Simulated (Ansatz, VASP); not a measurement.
Al3GaN4 in VASP and in Ansatz

```
Al Ga N
1.0
     4.40712    0.24239    0.24239
     0.24239    4.40712    0.24239
     0.24239    0.24239    4.40712
Al Ga N
3 1 4
Direct
  0.50000 0.50000 0.00000
  0.50000 0.00000 0.50000
  0.00000 0.50000 0.50000
  0.00000 0.00000 0.00000
  0.74471 0.74471 0.25529
  0.74471 0.25529 0.74471
  0.25529 0.74471 0.74471
  0.25529 0.25529 0.25529
```

Change from the starting cell: equal engineering shear yz, xz and xy +0.1100, equal normal strain along x, y and z +0.0000.

Alike in both runs: task single point; functional PBEsol; k mesh 6 × 6 × 6; occupations gaussian, width 0.05 eV; no spin polarisation.

```csv
,VASP,Ansatz
version,VASP 6.6.1,Ansatz 0.2.0
potentials or method,"VASP PAW PBE potentials, release 64 (Al, Ga_d, N), cutoff 520 eV","scalar-relativistic, plane waves, PAW"
valence electrons in the cell,42,42
```

|  | VASP | Ansatz | Ansatz less VASP |
| --- | --- | --- | --- |
| gap on the k mesh at the Fermi level (eV) | 2.25 | 2.26 | +0.003 |
| least direct gap on the mesh (eV) | 2.25 | 2.26 | +0.003 |
| pressure (GPa) | 8.2 | 8.2 | -0.03 |
| traceless stress, the component that is largest in VASP (GPa) | -20.86 | -20.67 | +0.189 |
| rms of the force components (eV/Å) | 0.447 | 0.442 | -0.0050 |

VASP's potentials were made for PBE, not for PBEsol. Atom by atom the forces differ by 0.014 eV/Å (rms over components).
